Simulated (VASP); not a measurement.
# HoO (P-6m2) in VASP: further runs

HoO is run at these levels: PBE; tasks: single point, relaxation of cell and atoms.

All numbers are computed with VASP 6.6.1; they aren't measurements. Logs are shortened: lines on timing, memory, paths and dates and some standing lists are left out, and cuts for length are marked.

### Step 1. The cell of the first run

It takes space group P-6m2 (No. 187, hexagonal). Conventional cell: a = 3.247 Å, b = 3.247 Å, c = 3.097 Å, α = 90.00°, β = 90.00°, γ = 120.00°. Ho (site symmetry -6m2) has 6 O at 2.43 Å and 8 Ho at 3.10 to 3.25 Å within 3.3 Å. O (site symmetry -6m2) has 6 Ho at 2.43 Å and 8 O at 3.10 to 3.25 Å within 3.3 Å.

The cell was generated, and may not be a known phase.

### Step 2. Single point, PBE

INCAR reads:

```
SYSTEM = HoO
PREC = Accurate
ENCUT = 600
EDIFF = 1E-6
ISMEAR = 0
SIGMA = 0.1
LREAL = .False.
LASPH = .True.
NELM = 200
ALGO = Normal
ISIF = 2
LWAVE = .False.
LCHARG = .False.
GGA = PE
NBANDS = 14
GGA_COMPAT = .False.
LMAXMIX = 6
```

KPOINTS reads:

```
regular mesh
0
Gamma
  6 6 4
  0 0 0
```

POSCAR reads:

```
HoO
1.0
    3.2471634101      0.0000000000      0.0000000000
   -1.6235817050      2.8121260034      0.0000000000
    0.0000000000      0.0000000000      3.0966235891
Ho O
1 1
Direct
    0.6666666667      0.3333333333      0.0000000000
    0.0000000000      0.0000000000      0.5000000000
```

Potentials or basis: VASP PAW PBE potentials, release 64 (Ho_3, O), 4f in core.

Run with:

```bash
$ cat potpaw_PBE.64/Ho_3/POTCAR potpaw_PBE.64/O/POTCAR > POTCAR
$ mpirun -np 1 vasp_std > vasp.out
```

OUTCAR:

```text
SYSTEM = HoO
   PREC = Accurate
   ENCUT = 600
   EDIFF = 1E-6
   ISMEAR = 0
   LREAL = .False.
   LASPH = .True.
   NELM = 200
   ISIF = 2
   GGA = PE

 ion  position               nearest neighbor table
   1  0.667  0.333  0.000-   2 2.43   2 2.43   2 2.43   2 2.43   2 2.43   2 2.43
   2  0.000  0.000  0.500-   1 2.43   1 2.43   1 2.43   1 2.43   1 2.43   1 2.43

  LATTYP: Found a hexagonal cell.
 ALAT       =     3.2471634101
 C/A-ratio  =     0.9536395919

  Lattice vectors:

 A1 = (   3.2471634101,   0.0000000000,   0.0000000000)
 A2 = (  -1.6235817050,   2.8121260034,   0.0000000000)
 A3 = (   0.0000000000,   0.0000000000,   3.0966235891)

Analysis of symmetry for initial positions (statically):
=====================================================================
 Subroutine PRICEL returns:
 Original cell was already a primitive cell.

 Routine SETGRP: Setting up the symmetry group for a
 hexagonal supercell.

 Subroutine GETGRP returns: Found 12 space group operations
 (whereof 12 operations were pure point group operations)
 out of a pool of 24 trial point group operations.

The static configuration has the point symmetry D_3h.

Analysis of symmetry for dynamics (positions and initial velocities):
=====================================================================
 Subroutine PRICEL returns:
 Original cell was already a primitive cell.

 Routine SETGRP: Setting up the symmetry group for a
 hexagonal supercell.

 Subroutine GETGRP returns: Found 12 space group operations
 (whereof 12 operations were pure point group operations)
 out of a pool of 24 trial point group operations.

The dynamic configuration has the point symmetry D_3h.

 Subroutine INISYM returns: Found 12 space group operations
 (whereof 12 operations are pure point group operations),
 and found     1 'primitive' translations

----------------------------------------------------------------------------------------

                                     Primitive cell

  volume of cell :      28.2766

  direct lattice vectors                    reciprocal lattice vectors
     3.247163410  0.000000000  0.000000000     0.307961095  0.177801421  0.000000000
    -1.623581705  2.812126003  0.000000000     0.000000000  0.355602842  0.000000000
     0.000000000  0.000000000  3.096623589     0.000000000  0.000000000  0.322932372

  length of vectors
     3.247163410  3.247163410  3.096623589     0.355602842  0.355602842  0.322932372

  position of ions in fractional coordinates (direct lattice)
     0.666666667  0.333333333  0.000000000
     0.000000000  0.000000000  0.500000000

  ion indices of the primitive-cell ions
   primitive index   ion index
                 1           1
                 2           2

----------------------------------------------------------------------------------------

 KPOINTS: regular mesh

Automatic generation of k-mesh.
 Grid dimensions read from file:
 generate k-points for:    6    6    4

 Generating k-lattice:

  Cartesian coordinates                     Fractional coordinates (reciprocal lattice)
     0.051326849  0.029633570  0.000000000     0.166666667  0.000000000  0.000000000
     0.000000000  0.059267140  0.000000000     0.000000000  0.166666667  0.000000000
     0.000000000  0.000000000  0.080733093     0.000000000  0.000000000  0.250000000

  Length of vectors
     0.059267140  0.059267140  0.080733093

  Shift w.r.t. Gamma in fractional coordinates (k-lattice)
     0.000000000  0.000000000  0.000000000

 Subroutine IBZKPT returns following result:
 ===========================================

 Found     21 irreducible k-points:

 Following reciprocal coordinates:
            Coordinates               Weight
  0.000000  0.000000  0.000000      1.000000
  0.166667 -0.000000  0.000000      6.000000
  0.333333  0.000000  0.000000      6.000000
  0.500000 -0.000000  0.000000      3.000000
  0.166667  0.166667  0.000000      6.000000
  0.333333  0.166667  0.000000     12.000000
[... 13 lines left out ...]
  0.333333  0.166667  0.500000     12.000000
  0.333333  0.333333  0.500000      2.000000
   k-points           NKPTS =     21   k-points in BZ     NKDIM =     21   number of bands    NBANDS=     14
   number of dos      NEDOS =    301   number of ions     NIONS =      2
   total plane-waves  NPLWV =  21952
   dimension x,y,z NGX =    28 NGY =   28 NGZ =   28
   dimension x,y,z NGXF=    56 NGYF=   56 NGZF=   56
   ions per type =               1   1
   NGX,Y,Z   is equivalent  to a cutoff of  14.34, 14.34, 15.03 a.u.
   NGXF,Y,Z  is equivalent  to a cutoff of  28.67, 28.67, 30.06 a.u.
 SYSTEM =  HoO
   PREC   = accura    normal or accurate (medium, high low for compatibility)
   ISTART =      0    job   : 0-new  1-cont  2-samecut
   ICHARG =      2    charge: 1-file 2-atom 10-const
   ISPIN  =      1    spin polarized calculation?
   LNONCOLLINEAR =      F non collinear calculations
   LSORBIT =      F    spin-orbit coupling
   LASPH  =      T    aspherical Exc in radial PAW
   ENCUT  =  600.0 eV  44.10 Ry    6.64 a.u.   6.49  6.49  6.18*2*pi/ulx,y,z
   NELM   =    200;   NELMIN=  2; NELMDL= -5     # of ELM steps
   EDIFF  = 0.1E-05   stopping-criterion for ELM
   LREAL  =      F    real-space projection
[... 7 lines left out ...]
   TEBEG  =    0.0;   TEEND  =   0.0 temperature during run
   PSTRESS=    0.0 pullay stress
   NELECT =      15.0000    total number of electrons
   NUPDOWN=      -1.0000    fix difference up-down
   EMIN   =  10.00;   EMAX   =-10.00  energy-range for DOS
   EFERMI =   0.00;   METHOD = LEGACY
   ISMEAR =     0;   SIGMA  =   0.10  broadening in eV -4-tet -1-fermi 0-gaus
   EFERMI_NEDOS =   21; number of points for ismear=-14 and -15
   IALGO  =     38    algorithm
   IMIX   =      4    mixing-type and parameters
     AMIX     =   0.40;   BMIX     =  1.00
     AMIX_MAG =   1.60;   BMIX_MAG =  1.00
  volume/ion in A,a.u.               =      14.14        95.41
  Fermi-wavevector in a.u.,A,eV,Ry     =   1.325245  2.504350 23.895559  1.756274
  Thomas-Fermi vector in A             =   2.454720
   LORBIT       =      0    0 simple, 1 ext, 2 COOP (PROOUT), +10 PAW based schemes
   GGA     = PE    functional components
   LHFCALC =     F    Hartree Fock is set to
   AEXX    =    0.0000 exact exchange contribution
   IVDW    =     0    specifies the selected vdW correction
   LEPSILON=     F    determine dielectric tensor
   LRPA    =     F    only Hartree local field effects (RPA)
 non-spin polarized calculation
 Gauss-broadening in eV      SIGMA  =   0.10
  energy-cutoff  :      600.00
  volume of cell :       28.28
 maximum number of plane-waves:       960
 NGX is ok and might be reduce to    28
   NGX = 13   NGY = 13   NGZ = 13

 number of electron      15.0000003 magnetization

 Free energy of the ion-electron system (eV)
  ---------------------------------------------------
  ext. energy  EPLUGINS =         0.00000000
  ---------------------------------------------------
  free energy    TOTEN  =       -14.52339464 eV

  energy without entropy =      -14.51564040  energy(sigma->0) =      -14.51951752

 E-fermi :   6.0618     XC(G=0): -11.5910

 val. band max:        5.9195778266   @ k =   0.5000  -0.0000   0.2500
 cond. band min:       6.0660200972   @ k =   0.1667   0.1667   0.2500
 fundamental gap:      0.1464422706
 Fermi energy:         6.0617821176

 k-point     1 :       0.0000    0.0000    0.0000
  band No.  band energies     occupation
      1     -17.8858      2.00000
      2     -17.8858      2.00000
      3     -17.8733      2.00000
      4     -14.1275      2.00000
      5       0.9537      2.00000
      6       0.9537      2.00000
      7       1.7036      2.00000
      8       3.9653      2.00000
      9       5.8890      1.98545
     10       9.6410      0.00000
     11       9.6410      0.00000
     12      12.3815      0.00000
     13      12.3815      0.00000
     14      17.5177      0.00000

 k-point     2 :       0.1667   -0.0000    0.0000
  band No.  band energies     occupation
      1     -18.3383      2.00000
      2     -17.9556      2.00000
      3     -17.8296      2.00000
      4     -13.7624      2.00000
      5       0.1781      2.00000
      6       1.1067      2.00000
      7       1.4433      2.00000
      8       4.6676      2.00000
      9       7.1193      0.00000
     10       8.8071      0.00000
     11      10.1656      0.00000
     12      12.1178      0.00000
     13      12.1826      0.00000
     14      18.1581      0.00000

 k-point     3 :       0.3333    0.0000    0.0000
  band No.  band energies     occupation
      1     -19.0669      2.00000
      2     -18.0921      2.00000
      3     -17.7407      2.00000
      4     -13.2083      2.00000
      5      -0.7236      2.00000
      6       0.9556      2.00000
      7       1.3614      2.00000
      8       5.0476      2.00000
      9       8.4931      0.00000
     10       9.8537      0.00000
     11      11.6454      0.00000
     12      11.6532      0.00000
     13      11.7112      0.00000
     14      17.9160      0.00000

 k-point     4 :       0.5000   -0.0000    0.0000
  band No.  band energies     occupation
      1     -19.3788      2.00000
      2     -18.1587      2.00000
      3     -17.6955      2.00000
      4     -12.9837      2.00000
      5      -1.0180      2.00000
      6       0.7251      2.00000
      7       1.4637      2.00000
      8       4.6807      2.00000
      9       9.1305      0.00000
     10      11.3606      0.00000
     11      11.4314      0.00000
     12      12.0511      0.00000
     13      12.9848      0.00000
     14      16.7027      0.00000

 k-point     5 :       0.1667    0.1667    0.0000
  band No.  band energies     occupation
      1     -18.8370      2.00000
      2     -18.1371      2.00000
      3     -17.7631      2.00000
      4     -13.3164      2.00000
      5      -0.4417      2.00000
      6       1.0821      2.00000
      7       1.1680      2.00000
      8       5.4437      2.00000
      9       7.7802      0.00000
     10       8.9402      0.00000
     11      11.0604      0.00000
[... 225 lines left out ...]
 k-point    19 :       0.1667    0.1667    0.5000
  band No.  band energies     occupation
      1     -19.1586      2.00000
      2     -18.4155      2.00000
      3     -17.9714      2.00000
      4     -13.1381      2.00000
      5      -0.5477      2.00000
      6       0.0983      2.00000
      7       1.0690      2.00000
      8       6.1304      0.33184
      9       8.6321      0.00000
     10      10.1387      0.00000
     11      11.2818      0.00000
     12      11.6268      0.00000
     13      15.7998      0.00000
     14      16.8226      0.00000

 k-point    20 :       0.3333    0.1667    0.5000
  band No.  band energies     occupation
      1     -18.8841      2.00000
      2     -18.7198      2.00000
      3     -18.1552      2.00000
      4     -13.5139      2.00000
      5      -0.6635      2.00000
      6      -0.1741      2.00000
      7       1.1205      2.00000
      8       6.7548      0.00000
      9       9.0556      0.00000
     10      11.6250      0.00000
     11      11.7685      0.00000
     12      13.9984      0.00000
     13      16.5959      0.00000
     14      17.4092      0.00000

 k-point    21 :       0.3333    0.3333    0.5000
  band No.  band energies     occupation
      1     -18.7869      2.00000
      2     -18.5667      2.00000
      3     -18.4832      2.00000
      4     -13.6342      2.00000
      5      -1.1637      2.00000
      6       0.0473      2.00000
      7       1.4382      2.00000
      8       7.4261      0.00000
      9       9.9089      0.00000
     10      10.8731      0.00000
     11      12.3223      0.00000
     12      12.7762      0.00000
     13      17.0847      0.00000
     14      17.9865      0.00000

------------------------ aborting loop because EDIFF is reached ----------------------------------------

  FORCE on cell =-STRESS in cart. coord.  units (eV):
  Direction    XX          YY          ZZ          XY          YZ          ZX
  --------------------------------------------------------------------------------------
  -------------------------------------------------------------------------------------
  Total        0.1315124      0.1315124      0.1442284      0.0000000      0.0000000      0.0000000
  in kB        7.4516072      7.4516072      8.1721041      0.0000000      0.0000000      0.0000000
  external PRESSURE =       7.6917728 kB  Pullay stress =       0.0000000 kB

 VOLUME and BASIS-vectors are now :
 -----------------------------------------------------------------------------
  energy-cutoff  :      600.00
  volume of cell :       28.28
      direct lattice vectors                 reciprocal lattice vectors
     3.247163410  0.000000000  0.000000000     0.307961095  0.177801421  0.000000000
    -1.623581705  2.812126003  0.000000000     0.000000000  0.355602842  0.000000000
     0.000000000  0.000000000  3.096623589     0.000000000  0.000000000  0.322932372

 POSITION                                       TOTAL-FORCE (eV/Angst)
 -----------------------------------------------------------------------------------
      1.62358      0.93738      0.00000        -0.000000      0.000000      0.000000
      0.00000      0.00000      1.54831         0.000000      0.000000      0.000000
 -----------------------------------------------------------------------------------
    total drift:                               -0.000000      0.000000      0.000000

  FREE ENERGIE OF THE ION-ELECTRON SYSTEM (eV)
  ---------------------------------------------------
  free  energy   TOTEN  =       -14.5233946395 eV

  energy  without entropy=      -14.5156404023  energy(sigma->0) =      -14.51951752
```

Run time: 6.8 s. Hardware: 1 thread of AMD EPYC 9R45 (Zen 5), shared host; peak memory 0.14 GiB.

Results:

```
Free energy            : -14.5234 eV
Pressure               : 0.8 GPa
Band gap on the k mesh : zero (an odd number of electrons rules out a gap without spin polarisation)
```

Caveat: the k points lie up to 0.51 Å⁻¹ apart, too coarse for converged energies and pressures of a metal; spin-orbit coupling is left out, which moves the levels of the heavy elements; the 4f electrons are frozen in the core, so they carry no moment and show no levels; an odd number of electrons without spin polarisation forces a metal; a magnetic or distorted state may lie lower; the run has no spin polarisation, though such a crystal can be magnetic. With open d or f shells a metallic result of PBE can be an artefact of self-interaction; +U or a hybrid may open a gap.

### Step 3. Single point, PBE

This run uses another cell than the first one, of 14.09 Å³/atom.

INCAR reads:

```
PREC = Accurate
ENCUT = 600
EDIFF = 1E-6
ISMEAR = 0
SIGMA = 0.1
LREAL = F
LASPH = T
NELM = 200
ALGO = Normal
ISIF = 2
LWAVE = F
LCHARG = F
GGA = PE
NBANDS = 14
GGA_COMPAT = F
LMAXMIX = 6
```

KPOINTS reads:

```
regular mesh
0
Gamma
  6 6 6
```

POSCAR reads:

```
HoO
1.0
    3.2503725897      0.0000000000      0.0000000000
   -1.6251862948      2.8149052344      0.0000000000
    0.0000000000      0.0000000000      3.0790710724
Ho O
1 1
Direct
    0.6666666667      0.3333333333      0.0000000000
    0.0000000000      0.0000000000      0.5000000000
```

Potentials or basis: VASP PAW PBE potentials, release 64 (Ho_3, O), 4f in core.

Run with:

```bash
$ cat potpaw_PBE.64/Ho_3/POTCAR potpaw_PBE.64/O/POTCAR > POTCAR
$ mpirun -np 1 vasp_std > vasp.out
```

Wall time 8.1 s (1 thread of AMD EPYC 9R45 (Zen 5), shared host); peak memory 0.14 GiB.

Results (log left out):

```
Free energy            : -14.5265 eV
Pressure               : 0.9 GPa
Band gap on the k mesh : zero (an odd number of electrons rules out a gap without spin polarisation)
```

Stress tensor (GPa, compression positive):
```
0.86 0.00 0.00
0.00 0.86 0.00
0.00 0.00 0.96
```

Levels at points of the mesh, in eV from the Fermi level:
```csv
k point,band 4,band 5,band 6,band 7,band 8,band 9,band 10,band 11
"(0.00, 0.00, 0.00)",-20.25,-5.18,-5.18,-4.38,-2.08,-0.21,3.61,3.61
"(0.50, 0.00, 0.00)",-19.09,-7.12,-5.35,-4.65,-1.39,3.02,5.37,5.43
"(0.00, 0.00, 0.50)",-18.65,-7.72,-4.94,-4.94,1.72,1.99,1.99,4.05
"(0.50, 0.00, 0.50)",-19.64,-6.47,-5.99,-5.84,0.59,2.69,6.09,7.15
```

Caveat: the k points lie up to 0.37 Å⁻¹ apart, too coarse for converged energies and pressures of a metal; spin-orbit coupling is left out, which moves the levels of the heavy elements; the 4f electrons are frozen in the core, so they carry no moment and show no levels; an odd number of electrons without spin polarisation forces a metal; a magnetic or distorted state may lie lower; the run has no spin polarisation, though such a crystal can be magnetic.

[end of part 1 of 3]

The gap in the log of VASP goes by the Fermi energy; the results here count the filled bands.